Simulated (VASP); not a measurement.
# In4B2As (I4/mmm) in VASP: single point with PBE

Aim: the single point of In4B2As with PBE.

Program: VASP 6.6.1. These are calculated values, not measurements. Logs are shortened: lines on timing, memory, paths and dates and some standing lists are left out, and cuts for length are marked.

**1. The cell of the first run**

Symmetry: I4/mmm, No. 139, tetragonal system. The conventional cell has a = 5.370 Å, b = 5.370 Å, c = 11.804 Å, α = 90.00°, β = 90.00°, γ = 90.00°. In (site symmetry mmm) has 2 As at 2.68 Å and 4 B at 2.79 Å within 3.5 Å. Within 3.0 Å of In (site symmetry 4mm) lie 1 B at 2.25 Å and 1 As at 2.88 Å. B (site symmetry 4mm) has 1 B at 1.54 Å within 2.1 Å. As (site symmetry 4/mmm) has 6 In at 2.68 to 2.88 Å within 3.5 Å.

**2. Single point, PBE**

INCAR

```
ALGO = Fast
EDIFF = 1E-6
ENCUT = 520
GGA = PE
ISIF = 2
ISMEAR = 0
LASPH = T
LCHARG = T
LELF = T
LREAL = F
LVHAR = T
LWAVE = F
NBANDS = 40
NELM = 60
PREC = Accurate
SIGMA = 0.1
```

KPOINTS

```
k-points
0
Gamma
  6 6 6
```

POSCAR

```
In4B2As
1.0
   -2.6849193645      2.6849193645      5.9021175498
    2.6849193645     -2.6849193645      5.9021175498
    2.6849193645      2.6849193645     -5.9021175498
In B As
4 2 1
Direct
    0.5000000000      0.0000000000      0.5000000000
    0.0000000000      0.5000000000      0.5000000000
    0.2437180664      0.2437180664      0.0000000000
    0.7562819336      0.7562819336      0.0000000000
    0.4345665572      0.4345665572      0.0000000000
    0.5654334428      0.5654334428      0.0000000000
    0.0000000000      0.0000000000      0.0000000000
```

Potentials or basis: VASP PAW PBE potentials, release 64 (In_d, B, As).

Run with:

```sh
$ cat potpaw_PBE.64/In_d/POTCAR potpaw_PBE.64/B/POTCAR potpaw_PBE.64/As/POTCAR > POTCAR
$ mpirun -np 1 vasp_std > vasp.out
```

OUTCAR:

```text
EDIFF = 1E-6
   ENCUT = 520
   GGA = PE
   ISIF = 2
   ISMEAR = 0
   LASPH = T
   LREAL = F
   NELM = 60
   PREC = Accurate

 ion  position               nearest neighbor table
   1  0.500  0.000  0.500-   7 2.68   7 2.68   6 2.79   6 2.79   5 2.79   5 2.79   2 3.80   2 3.80
                             2 3.80   2 3.80   4 3.94   3 3.94   3 3.94   4 3.94
   2  0.000  0.500  0.500-   7 2.68   7 2.68   6 2.79   6 2.79   5 2.79   5 2.79   1 3.80   1 3.80
                             1 3.80   1 3.80   4 3.94   3 3.94   3 3.94   4 3.94
   3  0.244  0.244  0.000-   5 2.25   7 2.88   4 3.80   4 3.80   4 3.80   4 3.80   2 3.94   1 3.94
                             2 3.94   1 3.94
   4  0.756  0.756  0.000-   6 2.25   7 2.88   3 3.80   3 3.80   3 3.80   3 3.80   2 3.94   1 3.94
                             1 3.94   2 3.94
   5  0.435  0.435  0.000-   6 1.54   3 2.25   2 2.79   1 2.79   1 2.79   2 2.79
   6  0.565  0.565  0.000-   5 1.54   4 2.25   1 2.79   2 2.79   1 2.79   2 2.79
   7  0.000  0.000  0.000-   1 2.68   2 2.68   2 2.68   1 2.68   3 2.88   4 2.88

  LATTYP: Found a body centered tetragonal cell.
 ALAT       =     5.3698387290
 C/A-ratio  =     2.1982476002

  Lattice vectors:

 A1 = (  -2.6849193645,   2.6849193645,   5.9021175498)
 A2 = (   2.6849193645,  -2.6849193645,   5.9021175498)
 A3 = (   2.6849193645,   2.6849193645,  -5.9021175498)

Analysis of symmetry for initial positions (statically):
=====================================================================
 Subroutine PRICEL returns:
 Original cell was already a primitive cell.

 Routine SETGRP: Setting up the symmetry group for a
 body centered tetragonal supercell.

 Subroutine GETGRP returns: Found 16 space group operations
 (whereof 16 operations were pure point group operations)
 out of a pool of 16 trial point group operations.

The static configuration has the point symmetry D_4h.

Analysis of symmetry for dynamics (positions and initial velocities):
=====================================================================
 Subroutine PRICEL returns:
 Original cell was already a primitive cell.

 Routine SETGRP: Setting up the symmetry group for a
 body centered tetragonal supercell.

 Subroutine GETGRP returns: Found 16 space group operations
 (whereof 16 operations were pure point group operations)
 out of a pool of 16 trial point group operations.

The dynamic configuration has the point symmetry D_4h.

 Subroutine INISYM returns: Found 16 space group operations
 (whereof 16 operations are pure point group operations),
 and found     1 'primitive' translations

----------------------------------------------------------------------------------------

                                     Primitive cell

  volume of cell :     170.1886

  direct lattice vectors                    reciprocal lattice vectors
    -2.684919364  2.684919364  5.902117550     0.000000000  0.186225332  0.084715358
     2.684919364 -2.684919364  5.902117550     0.186225332  0.000000000  0.084715358
     2.684919364  2.684919364 -5.902117550     0.186225332  0.186225332  0.000000000

  length of vectors
     7.018017922  7.018017922  7.018017922     0.204588773  0.204588773  0.263362390

  position of ions in fractional coordinates (direct lattice)
     0.500000000  0.000000000  0.500000000
     0.000000000  0.500000000  0.500000000
     0.243718066  0.243718066  0.000000000
     0.756281934  0.756281934  0.000000000
     0.434566557  0.434566557  0.000000000
     0.565433443  0.565433443  0.000000000
     0.000000000  0.000000000  0.000000000

  ion indices of the primitive-cell ions
   primitive index   ion index
                 1           1
                 2           2
                 3           3
                 4           4
                 5           5
                 6           6
                 7           7

----------------------------------------------------------------------------------------

 KPOINTS: k-points

Automatic generation of k-mesh.
 Grid dimensions read from file:
 generate k-points for:    6    6    6

 Generating k-lattice:

  Cartesian coordinates                     Fractional coordinates (reciprocal lattice)
     0.000000000  0.031037555  0.014119226     0.166666667  0.000000000  0.000000000
     0.031037555  0.000000000  0.014119226     0.000000000  0.166666667  0.000000000
     0.031037555  0.031037555  0.000000000     0.000000000  0.000000000  0.166666667

  Length of vectors
     0.034098129  0.034098129  0.043893732

  Shift w.r.t. Gamma in fractional coordinates (k-lattice)
     0.000000000  0.000000000  0.000000000

 Subroutine IBZKPT returns following result:
 ===========================================

 Found     30 irreducible k-points:

 Following reciprocal coordinates:
            Coordinates               Weight
  0.000000  0.000000  0.000000      1.000000
  0.166667  0.000000  0.000000      8.000000
  0.333333  0.000000  0.000000      8.000000
  0.500000 -0.000000  0.000000      4.000000
  0.166667  0.166667  0.000000      8.000000
  0.333333  0.166667  0.000000     16.000000
[... 16 lines left out ...]
 -0.333333 -0.333333  0.166667      8.000000
 -0.166667 -0.333333  0.166667      8.000000
 [... further k-points ...]
   k-points           NKPTS =     30   k-points in BZ     NKDIM =     30   number of bands    NBANDS=     40
   number of dos      NEDOS =    301   number of ions     NIONS =      7
   total plane-waves  NPLWV = 157464
   dimension x,y,z NGX =    54 NGY =   54 NGZ =   54
   dimension x,y,z NGXF=   108 NGYF=  108 NGZF=  108
   ions per type =               4   2   1
   NGX,Y,Z   is equivalent  to a cutoff of  12.79, 12.79, 12.79 a.u.
   NGXF,Y,Z  is equivalent  to a cutoff of  25.58, 25.58, 25.58 a.u.
 SYSTEM =  unknown system
   PREC   = accura    normal or accurate (medium, high low for compatibility)
   ISTART =      0    job   : 0-new  1-cont  2-samecut
   ICHARG =      2    charge: 1-file 2-atom 10-const
   ISPIN  =      1    spin polarized calculation?
   LNONCOLLINEAR =      F non collinear calculations
   LSORBIT =      F    spin-orbit coupling
   LASPH  =      T    aspherical Exc in radial PAW
   ENCUT  =  520.0 eV  38.22 Ry    6.18 a.u.  13.05 13.05 13.05*2*pi/ulx,y,z
   NELM   =     60;   NELMIN=  2; NELMDL= -5     # of ELM steps
   EDIFF  = 0.1E-05   stopping-criterion for ELM
   LREAL  =      F    real-space projection
   EDIFFG = 0.1E-04   stopping-criterion for IOM
   NSW    =      0    number of steps for IOM
   IBRION =     -1    ionic relax: 0-MD 1-quasi-New 2-CG
   NFREE  =      0    steps in history (QN), initial steepest desc. (CG)
   ISIF   =      2    stress and relaxation
   ISYM   =      2    0-nonsym 1-usesym 2-fastsym
   POTIM  = 0.5000    time-step for ionic-motion
   TEBEG  =    0.0;   TEEND  =   0.0 temperature during run
   PSTRESS=    0.0 pullay stress
   NELECT =      63.0000    total number of electrons
   NUPDOWN=      -1.0000    fix difference up-down
   EMIN   =  10.00;   EMAX   =-10.00  energy-range for DOS
   EFERMI =   0.00;   METHOD = LEGACY
   ISMEAR =     0;   SIGMA  =   0.10  broadening in eV -4-tet -1-fermi 0-gaus
   EFERMI_NEDOS =   21; number of points for ismear=-14 and -15
   IALGO  =     68    algorithm
   IMIX   =      4    mixing-type and parameters
     AMIX     =   0.40;   BMIX     =  1.00
     AMIX_MAG =   1.60;   BMIX_MAG =  1.00
  volume/ion in A,a.u.               =      24.31       164.07
  Fermi-wavevector in a.u.,A,eV,Ry     =   1.175470  2.221316 18.799576  1.381730
  Thomas-Fermi vector in A             =   2.311850
   LORBIT       =      0    0 simple, 1 ext, 2 COOP (PROOUT), +10 PAW based schemes
   GGA     = PE    functional components
   LHFCALC =     F    Hartree Fock is set to
   AEXX    =    0.0000 exact exchange contribution
   IVDW    =     0    specifies the selected vdW correction
   LEPSILON=     F    determine dielectric tensor
   LRPA    =     F    only Hartree local field effects (RPA)
 non-spin polarized calculation
 RMM-DIIS sequential band-by-band and
 Gauss-broadening in eV      SIGMA  =   0.10
  energy-cutoff  :      520.00
  volume of cell :      170.19
 maximum number of plane-waves:      4594
 NGX is ok and might be reduce to    54
   NGX = 27   NGY = 27   NGZ = 27

 number of electron      62.9999995 magnetization

 Free energy of the ion-electron system (eV)
  ---------------------------------------------------
  ext. energy  EPLUGINS =         0.00000000
  ---------------------------------------------------
  free energy    TOTEN  =       -23.79947439 eV

  energy without entropy =      -23.77318388  energy(sigma->0) =      -23.78632914

 E-fermi :   5.0103     XC(G=0):  -9.3980

 val. band max:        4.9923474766   @ k =   0.3333   0.3333   0.1667
 cond. band min:       5.0113174792   @ k =  -0.1667  -0.1667   0.1667
 fundamental gap:      0.0189700026
 Fermi energy:         5.0103338283

 k-point     1 :       0.0000    0.0000    0.0000
  band No.  band energies     occupation
      1      -9.9436      2.00000
      2      -9.5931      2.00000
      3      -9.5364      2.00000
      4      -9.5336      2.00000
      5      -9.5303      2.00000
      6      -9.5303      2.00000
[... 32 lines left out ...]
     39       9.9041      0.00000
     40      10.1551      0.00000

 k-point     2 :       0.1667    0.0000    0.0000
  band No.  band energies     occupation
      1      -9.9078      2.00000
      2      -9.5808      2.00000
      3      -9.5483      2.00000
      4      -9.5331      2.00000
      5      -9.5299      2.00000
      6      -9.5224      2.00000
[... 32 lines left out ...]
     39       9.9094      0.00000
     40      10.1841      0.00000

 k-point     3 :       0.3333    0.0000    0.0000
  band No.  band energies     occupation
      1      -9.8216      2.00000
      2      -9.5863      2.00000
      3      -9.5520      2.00000
      4      -9.5334      2.00000
      5      -9.5285      2.00000
      6      -9.4925      2.00000
[... 853 lines left out ...]
  band No.  band energies     occupation
      1      -9.8817      2.00000
      2      -9.5730      2.00000
      3      -9.5613      2.00000
      4      -9.5436      2.00000
      5      -9.5299      2.00000
      6      -9.5086      2.00000
[... 32 lines left out ...]
     39       9.3045      0.00000
     40       9.8215      0.00000

 k-point    24 :      -0.1667   -0.3333    0.1667
  band No.  band energies     occupation
      1      -9.9135      2.00000
      2      -9.5819      2.00000
      3      -9.5505      2.00000
      4      -9.5364      2.00000
      5      -9.5356      2.00000
      6      -9.5207      2.00000
[... 32 lines left out ...]
     39       9.3539      0.00000
     40       9.6413      0.00000

 [... further k-points ...]
[... 5 lines left out ...]
  --------------------------------------------------------------------------------------
  -------------------------------------------------------------------------------------
  Total        0.0109109      0.0109109     -0.0375858      0.0000000      0.0000000      0.0000000
  in kB        0.1027164      0.1027164     -0.3538378      0.0000000      0.0000000      0.0000000
  external PRESSURE =      -0.0494684 kB  Pullay stress =       0.0000000 kB

 VOLUME and BASIS-vectors are now :
 -----------------------------------------------------------------------------
  energy-cutoff  :      520.00
  volume of cell :      170.19
      direct lattice vectors                 reciprocal lattice vectors
    -2.684919364  2.684919364  5.902117550     0.000000000  0.186225332  0.084715358
     2.684919364 -2.684919364  5.902117550     0.186225332  0.000000000  0.084715358
     2.684919364  2.684919364 -5.902117550     0.186225332  0.186225332  0.000000000

 POSITION                                       TOTAL-FORCE (eV/Angst)
 -----------------------------------------------------------------------------------
      0.00000      2.68492      0.00000        -0.000000     -0.000000     -0.000000
      2.68492      0.00000      0.00000        -0.000000     -0.000000      0.000000
      0.00000      0.00000      2.87691        -0.000000     -0.000000      0.010111
      0.00000      0.00000      8.92733        -0.000000     -0.000000     -0.010111
      0.00000      0.00000      5.12973        -0.000000     -0.000000     -0.033962
      0.00000      0.00000      6.67451         0.000000      0.000000      0.033962
      0.00000      0.00000      0.00000        -0.000000     -0.000000      0.000000
 -----------------------------------------------------------------------------------
    total drift:                                0.000000     -0.000000      0.000000

  FREE ENERGIE OF THE ION-ELECTRON SYSTEM (eV)
  ---------------------------------------------------
  free  energy   TOTEN  =       -23.7994743941 eV

  energy  without entropy=      -23.7731838843  energy(sigma->0) =      -23.78632914
```

It took 24 min on 1 thread of Intel Xeon 8259CL, shared host; peak memory 0.5 GiB.

Results:

- Free energy: -23.7995 eV
- Pressure: 0.0 GPa
- Largest force: 0.034 eV/Å
- Band gap on the k mesh: zero (an odd number of electrons rules out a gap without spin polarisation)

Forces on the atoms (eV/Å):
```
In   0.000  0.000  0.000
In   0.000  0.000  0.000
In   0.000  0.000  0.010
In   0.000  0.000 -0.010
B    0.000  0.000 -0.034
B    0.000  0.000  0.034
As   0.000  0.000  0.000
```

Caveat: spin-orbit coupling is left out, which moves the levels of the heavy elements; an odd number of electrons without spin polarisation forces a metal; a magnetic or distorted state may lie lower.
